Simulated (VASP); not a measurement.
# Al (I4/mmm) in VASP: further runs

Aim: see how the results for Al move with the level of theory and the settings. Levels: PBEsol, revPBE. Tasks: single point.

Everything below comes from runs of VASP 6.6.1. Logs are shortened: lines on timing, memory, paths and dates and some standing lists are left out, and cuts for length are marked.

## (1) The cell of the first run

The structure is tetragonal, space group I4/mmm (No. 139). The conventional cell has a = 2.862 Å, b = 2.862 Å, c = 3.724 Å, α = 90.00°, β = 90.00°, γ = 90.00°. Al (site symmetry 4/mmm) has 12 Al at 2.75 to 2.86 Å within 3.6 Å.

## (2) Single point, PBEsol (strain +0.000 along x and y, -0.080 along z)

INCAR reads:

```
SYSTEM = Al
PREC     = Accurate       ! precision mode
ENCUT    = 520            ! plane-wave cutoff, eV
EDIFF    = 1E-6           ! SCF threshold, eV
ISMEAR   = 0              ! smearing method
SIGMA    = 0.15           ! smearing width, eV
LREAL    = .False.        ! projectors in reciprocal space
LASPH    = .True.         ! aspherical terms in the spheres
NELM     = 60             ! most SCF steps
ALGO     = Normal         ! electronic algorithm
ISIF     = 2              ! what is computed and relaxed
LWAVE    = .False.        ! write WAVECAR
LCHARG   = .False.        ! write CHGCAR
GGA      = PS             ! functional
NBANDS   = 8              ! bands
```

KPOINTS reads:

```
regular mesh
0
Gamma
  20 20 20
  0 0 0
```

POSCAR reads:

```
Al
1.0
    0.0000000000      2.0239800000      1.8620616000
    2.0239800000      0.0000000000      1.8620616000
    2.0239800000      2.0239800000      0.0000000000
Al
1
Direct
    0.0000000000      0.0000000000      0.0000000000
```

Potentials or basis: VASP PAW PBE potentials, release 64 (Al).

Launch:

```console
$ cat potpaw_PBE.64/Al/POTCAR > POTCAR
$ mpirun -np 1 vasp_std > vasp.out
```

OUTCAR:

```text
SYSTEM = Al
   PREC = Accurate
   ENCUT = 520
   EDIFF = 1E-6
   ISMEAR = 0
   LREAL = .False.
   LASPH = .True.
   NELM = 60
   ISIF = 2
   GGA = PS

 ion  position               nearest neighbor table
   1  0.000  0.000  0.000-

  LATTYP: Found a body centered tetragonal cell.
 ALAT       =     2.8623399660
 C/A-ratio  =     1.3010764774

  Lattice vectors:

 A1 = (   0.0000000000,  -2.0239800000,  -1.8620616000)
 A2 = (   0.0000000000,   2.0239800000,  -1.8620616000)
 A3 = (   2.0239800000,   0.0000000000,   1.8620616000)

Analysis of symmetry for initial positions (statically):
=====================================================================
 Subroutine PRICEL returns:
 Original cell was already a primitive cell.

 Routine SETGRP: Setting up the symmetry group for a
 body centered tetragonal supercell.

 Subroutine GETGRP returns: Found 16 space group operations
 (whereof 16 operations were pure point group operations)
 out of a pool of 16 trial point group operations.

The static configuration has the point symmetry D_4h.

Analysis of symmetry for dynamics (positions and initial velocities):
=====================================================================
 Subroutine PRICEL returns:
 Original cell was already a primitive cell.

 Routine SETGRP: Setting up the symmetry group for a
 body centered tetragonal supercell.

 Subroutine GETGRP returns: Found 16 space group operations
 (whereof 16 operations were pure point group operations)
 out of a pool of 16 trial point group operations.

The dynamic configuration has the point symmetry D_4h.

 Subroutine INISYM returns: Found 16 space group operations
 (whereof 16 operations are pure point group operations),
 and found     1 'primitive' translations

----------------------------------------------------------------------------------------

                                     Primitive cell

  volume of cell :      15.2559

  direct lattice vectors                    reciprocal lattice vectors
     0.000000000  2.023980000  1.862061600    -0.247038014  0.247038014  0.268519581
     2.023980000  0.000000000  1.862061600     0.247038014 -0.247038014  0.268519581
     2.023980000  2.023980000  0.000000000     0.247038014  0.247038014 -0.268519581

  length of vectors
     2.750230616  2.750230616  2.862339966     0.440634005  0.440634005  0.440634005

  position of ions in fractional coordinates (direct lattice)
     0.000000000  0.000000000  0.000000000

  ion indices of the primitive-cell ions
   primitive index   ion index
                 1           1

----------------------------------------------------------------------------------------

 KPOINTS: regular mesh

Automatic generation of k-mesh.
 Grid dimensions read from file:
 generate k-points for:   20   20   20

 Generating k-lattice:

  Cartesian coordinates                     Fractional coordinates (reciprocal lattice)
    -0.012351901  0.012351901  0.013425979     0.050000000  0.000000000  0.000000000
     0.012351901 -0.012351901  0.013425979     0.000000000  0.050000000  0.000000000
     0.012351901  0.012351901 -0.013425979    -0.000000000 -0.000000000  0.050000000

  Length of vectors
     0.022031700  0.022031700  0.022031700

  Shift w.r.t. Gamma in fractional coordinates (k-lattice)
     0.000000000  0.000000000  0.000000000

 Subroutine IBZKPT returns following result:
 ===========================================

 Found    641 irreducible k-points:

 Following reciprocal coordinates:
            Coordinates               Weight
  0.000000  0.000000  0.000000      1.000000
  0.050000  0.000000  0.000000      8.000000
  0.100000 -0.000000  0.000000      8.000000
  0.150000  0.000000  0.000000      8.000000
  0.200000 -0.000000  0.000000      8.000000
  0.250000 -0.000000  0.000000      8.000000
[... 16 lines left out ...]
 -0.400000  0.050000  0.000000      8.000000
 -0.350000  0.050000  0.000000      8.000000
 [... further k-points ...]
   k-points           NKPTS =    641   k-points in BZ     NKDIM =    641   number of bands    NBANDS=      8
   number of dos      NEDOS =    301   number of ions     NIONS =      1
   total plane-waves  NPLWV =   9600
   dimension x,y,z NGX =    20 NGY =   20 NGZ =   24
   dimension x,y,z NGXF=    40 NGYF=   40 NGZF=   48
   ions per type =               1
   NGX,Y,Z   is equivalent  to a cutoff of  12.09, 12.09, 13.94 a.u.
   NGXF,Y,Z  is equivalent  to a cutoff of  24.18, 24.18, 27.88 a.u.
 SYSTEM =  Al
   PREC   = accura    normal or accurate (medium, high low for compatibility)
   ISTART =      0    job   : 0-new  1-cont  2-samecut
   ICHARG =      2    charge: 1-file 2-atom 10-const
   ISPIN  =      1    spin polarized calculation?
   LNONCOLLINEAR =      F non collinear calculations
   LSORBIT =      F    spin-orbit coupling
   LASPH  =      T    aspherical Exc in radial PAW
   ENCUT  =  520.0 eV  38.22 Ry    6.18 a.u.   5.11  5.11  5.32*2*pi/ulx,y,z
   NELM   =     60;   NELMIN=  2; NELMDL= -5     # of ELM steps
   EDIFF  = 0.1E-05   stopping-criterion for ELM
   LREAL  =      F    real-space projection
   EDIFFG = 0.1E-04   stopping-criterion for IOM
   NSW    =      0    number of steps for IOM
   IBRION =     -1    ionic relax: 0-MD 1-quasi-New 2-CG
   NFREE  =      0    steps in history (QN), initial steepest desc. (CG)
   ISIF   =      2    stress and relaxation
   ISYM   =      2    0-nonsym 1-usesym 2-fastsym
   POTIM  = 0.5000    time-step for ionic-motion
   TEBEG  =    0.0;   TEEND  =   0.0 temperature during run
   PSTRESS=    0.0 pullay stress
   NELECT =       3.0000    total number of electrons
   NUPDOWN=      -1.0000    fix difference up-down
   EMIN   =  10.00;   EMAX   =-10.00  energy-range for DOS
   EFERMI =   0.00;   METHOD = LEGACY
   ISMEAR =     0;   SIGMA  =   0.15  broadening in eV -4-tet -1-fermi 0-gaus
   EFERMI_NEDOS =   21; number of points for ismear=-14 and -15
   IALGO  =     38    algorithm
   IMIX   =      4    mixing-type and parameters
     AMIX     =   0.40;   BMIX     =  1.00
     AMIX_MAG =   1.60;   BMIX_MAG =  1.00
  volume/ion in A,a.u.               =      15.26       102.95
  Fermi-wavevector in a.u.,A,eV,Ry     =   0.951999  1.799017 12.330985  0.906302
  Thomas-Fermi vector in A             =   2.080521
   LORBIT       =      0    0 simple, 1 ext, 2 COOP (PROOUT), +10 PAW based schemes
   GGA     = PS    functional components
   LHFCALC =     F    Hartree Fock is set to
   AEXX    =    0.0000 exact exchange contribution
   IVDW    =     0    specifies the selected vdW correction
   LEPSILON=     F    determine dielectric tensor
   LRPA    =     F    only Hartree local field effects (RPA)
 non-spin polarized calculation
 Gauss-broadening in eV      SIGMA  =   0.15
  energy-cutoff  :      520.00
  volume of cell :       15.26
 maximum number of plane-waves:       429
   NGX = 11   NGY = 11   NGZ = 11

 number of electron       3.0000000 magnetization

 Free energy of the ion-electron system (eV)
  ---------------------------------------------------
  ext. energy  EPLUGINS =         0.00000000
  ---------------------------------------------------
  free energy    TOTEN  =        -4.06423118 eV

  energy without entropy =       -4.06011194  energy(sigma->0) =       -4.06217156

 E-fermi :   8.7868     XC(G=0): -10.5462

 val. band max:        8.7840470474   @ k =   0.4500  -0.0000   0.2000
 cond. band min:       8.7936593224   @ k =   0.4500  -0.0000   0.4000
 fundamental gap:      0.0096122751
 Fermi energy:         8.7867815134

 k-point     1 :       0.0000    0.0000    0.0000
  band No.  band energies     occupation
      1      -2.8911      2.00000
      2      21.6196      0.00000
      3      21.6196      0.00000
      4      22.5246      0.00000
      5      23.8013      0.00000
      6      24.0862      0.00000
      7      24.0862      0.00000
      8      25.9747      0.00000

 k-point     2 :       0.0500    0.0000    0.0000
  band No.  band energies     occupation
      1      -2.8193      2.00000
      2      20.5680      0.00000
      3      21.3903      0.00000
      4      22.0978      0.00000
      5      24.1195      0.00000
      6      24.4172      0.00000
      7      24.5011      0.00000
      8      26.7742      0.00000

 k-point     3 :       0.1000   -0.0000    0.0000
  band No.  band energies     occupation
      1      -2.6041      2.00000
      2      18.5745      0.00000
      3      20.9213      0.00000
      4      21.6631      0.00000
      5      24.4498      0.00000
      6      24.9101      0.00000
      7      25.0831      0.00000
      8      26.1982      0.00000

 k-point     4 :       0.1500    0.0000    0.0000
  band No.  band energies     occupation
      1      -2.2463      2.00000
      2      16.4758      0.00000
      3      20.4400      0.00000
      4      21.2896      0.00000
      5      24.3267      0.00000
      6      24.7582      0.00000
      7      25.6899      0.00000
      8      26.5701      0.00000

 k-point     5 :       0.2000   -0.0000    0.0000
  band No.  band energies     occupation
      1      -1.7471      2.00000
      2      14.4151      0.00000
      3      20.0270      0.00000
      4      20.9985      0.00000
      5      23.8097      0.00000
      6      24.1567      0.00000
      7      25.6575      0.00000
      8      27.0976      0.00000
[... 177 lines left out ...]
 k-point    22 :      -0.4500    0.0500    0.0000
  band No.  band energies     occupation
      1       3.1751      2.00000
      2       5.2514      2.00000
      3      18.9888      0.00000
      4      20.3819      0.00000
      5      20.8503      0.00000
      6      21.1258      0.00000
      7      24.6549      0.00000
      8      27.7139      0.00000

 k-point    23 :      -0.4000    0.0500    0.0000
  band No.  band energies     occupation
      1       1.9788      2.00000
      2       6.7559      2.00000
      3      19.4540      0.00000
      4      20.0528      0.00000
      5      20.6803      0.00000
      6      21.5701      0.00000
      7      24.3793      0.00000
      8      28.4656      0.00000

 k-point    24 :      -0.3500    0.0500    0.0000
  band No.  band energies     occupation
      1       0.9024      2.00000
      2       8.3878      1.99983
      3      19.8001      0.00000
      4      20.0363      0.00000
      5      20.6295      0.00000
      6      22.1616      0.00000
      7      24.2409      0.00000
      8      29.3092      0.00000

 [... further k-points ...]
[... 5 lines left out ...]
  --------------------------------------------------------------------------------------
  -------------------------------------------------------------------------------------
  Total        0.4221732      0.4221732      0.9143075      0.0000000      0.0000000      0.0000000
  in kB       44.3368392     44.3368392     96.0210389      0.0000000      0.0000000      0.0000000
  external PRESSURE =      61.5649058 kB  Pullay stress =       0.0000000 kB

 VOLUME and BASIS-vectors are now :
 -----------------------------------------------------------------------------
  energy-cutoff  :      520.00
  volume of cell :       15.26
      direct lattice vectors                 reciprocal lattice vectors
     0.000000000  2.023980000  1.862061600    -0.247038014  0.247038014  0.268519581
     2.023980000  0.000000000  1.862061600     0.247038014 -0.247038014  0.268519581
     2.023980000  2.023980000  0.000000000     0.247038014  0.247038014 -0.268519581

 POSITION                                       TOTAL-FORCE (eV/Angst)
 -----------------------------------------------------------------------------------
      0.00000      0.00000      0.00000         0.000000     -0.000000      0.000000
 -----------------------------------------------------------------------------------
    total drift:                                0.000000     -0.000000     -0.000000

  FREE ENERGIE OF THE ION-ELECTRON SYSTEM (eV)
  ---------------------------------------------------
  free  energy   TOTEN  =        -4.0642311760 eV

  energy  without entropy=       -4.0601119394  energy(sigma->0) =       -4.06217156
```

Wall time 37 s (1 thread of Intel Xeon Platinum 8488C (Sapphire Rapids), shared host); peak memory 0.17 GiB.

What came out:

| Property | Result |
| --- | --- |
| Free energy | -4.0642 eV |
| Pressure | 6.2 GPa |

Levels at points of the mesh, in eV from the Fermi level:
| k point | band 1 | band 2 | band 3 | band 4 |
| --- | --- | --- | --- | --- |
| (0.00, 0.00, 0.00) | -11.68 | 12.83 | 12.83 | 13.74 |
| (0.50, 0.00, 0.00) | -4.89 | -4.45 | 10.86 | 11.23 |
| (0.50, 0.50, 0.00) | -2.16 | -0.46 | 4.62 | 4.92 |
| (0.50, 0.00, 0.50) | -3.52 | -2.21 | 5.71 | 6.32 |

Caveat: the cell differs from its parent crystal (strain +0.000 along x and y, -0.080 along z); the PAW data sets were made with another functional, which shifts forces and pressure a little.

## (3) Single point, revPBE

INCAR reads:

```
SYSTEM = Al
PREC     = Accurate       ! precision mode
ENCUT    = 520            ! plane-wave cutoff, eV
EDIFF    = 1E-6           ! SCF threshold, eV
ISMEAR   = 0              ! smearing method
SIGMA    = 0.15           ! smearing width, eV
LREAL    = .FALSE.        ! projectors in reciprocal space
LASPH    = .TRUE.         ! aspherical terms in the spheres
NELM     = 100            ! most SCF steps
ALGO     = Normal         ! electronic algorithm
ISIF     = 2              ! what is computed and relaxed
LWAVE    = .FALSE.        ! write WAVECAR
LCHARG   = .FALSE.        ! write CHGCAR
GGA      = RE             ! functional
NBANDS   = 8              ! bands
```

KPOINTS reads:

```
regular mesh
0
G
  20 20 20
  0 0 0
```

POSCAR is that of step 2.

Potentials or basis: VASP PAW PBE potentials, release 64 (Al).

Launch:

```console
$ cat potpaw_PBE.64/Al/POTCAR > POTCAR
$ mpirun -np 1 vasp_std > vasp.out
```

Wall time 35 s (1 thread of Intel Xeon Platinum 8488C (Sapphire Rapids), shared host); peak memory 0.18 GiB.

The run converged. Its results:

| Quantity | Value |
| --- | --- |
| Free energy | -3.5060 eV |
| Pressure | 9.0 GPa |

Stress tensor (GPa, compression positive):
```
 7.20  0.00  0.00
 0.00  7.20  0.00
 0.00  0.00 12.63
```

Levels at points of the mesh, in eV from the Fermi level:
```csv
k point,band 1,band 2,band 3,band 4,band 5,band 6
"(0.00, 0.00, 0.00)",-11.69,12.84,12.84,13.75,15.12,15.41
"(0.50, 0.00, 0.00)",-4.91,-4.44,10.85,11.30,12.52,12.72
"(0.50, 0.50, 0.00)",-2.18,-0.44,4.58,4.94,4.94,8.91
"(0.50, 0.00, 0.50)",-3.54,-2.19,5.67,6.35,6.89,10.44
```

Caveat: the PAW data sets were made with another functional, which shifts forces and pressure a little.

## (4) Single point, PBEsol (strain -0.040 along x and y, +0.080 along z)

INCAR reads:

```
SYSTEM = Al
  PREC = Accurate
  ENCUT = 520
  EDIFF = 1E-6
  ISMEAR = 0
  SIGMA = 0.15
  LREAL = .False.
  LASPH = .True.
  NELM = 100
  ALGO = Normal
  ISIF = 2
  LWAVE = .False.
  LCHARG = .False.
  GGA = PS
  NBANDS = 8
```

KPOINTS reads:

```
regular mesh
0
Gamma
  20 20 20
  0 0 0
```

POSCAR reads:

```
Al
1.0
    0.0000000000      1.9430208000      2.1858984000
    1.9430208000      0.0000000000      2.1858984000
    1.9430208000      1.9430208000      0.0000000000
Al
1
Direct
    0.0000000000      0.0000000000      0.0000000000
```

Launch:

```console
$ cat potpaw_PBE.64/Al/POTCAR > POTCAR
$ mpirun -np 1 vasp_std > vasp.out
```

Wall time 25 s (1 thread of Intel Xeon Platinum 8488C (Sapphire Rapids), shared host); peak memory 0.18 GiB.

It converged, with:

```yaml
Free_energy: -4.0644 eV
Pressure: -0.5 GPa
```

Stress tensor (GPa, compression positive):
```
 1.98  0.00  0.00
 0.00  1.98  0.00
 0.00  0.00 -5.32
```

Levels at points of the mesh, in eV from the Fermi level:
```
           k point  band 1  band 2  band 3  band 4  band 5  band 6
(0.00, 0.00, 0.00)  -11.10   11.90   13.24   13.24   14.10   14.10
(0.50, 0.00, 0.00)   -4.54   -4.29    9.50    9.87   12.85   12.98
(0.50, 0.50, 0.00)   -3.88   -3.14    6.22    7.12    7.12   10.57
(0.50, 0.00, 0.50)   -2.29   -0.76    4.60    5.00    5.46    8.38
```

Caveat: the cell differs from its parent crystal (strain -0.040 along x and y, +0.080 along z); the PAW data sets were made with another functional, which shifts forces and pressure a little.

## (5) Summary

```csv
level,cell,gap on the mesh (eV),pressure (GPa)
PBEsol,"a = 2.750, b = 2.750, c = 2.862 Å, angles 58.6, 58.6, 62.7°, 1 atom",none,6.2
revPBE,"a = 2.750, b = 2.750, c = 2.862 Å, angles 58.6, 58.6, 62.7°, 1 atom",none,9.0
PBEsol,"a = 2.925, b = 2.925, c = 2.748 Å, angles 62.0, 62.0, 56.0°, 1 atom",none,-0.5
```

Alike in all rows: task single point; potentials or basis VASP PAW PBE potentials, release 64 (Al); no spin polarisation; k mesh 20 × 20 × 20; cutoff (eV) 520; smearing gaussian 0.15 eV.

Caveats: the PAW data sets were made with another functional, which shifts forces and pressure a little.

Absolute energies hang on the potentials; compare differences alone.
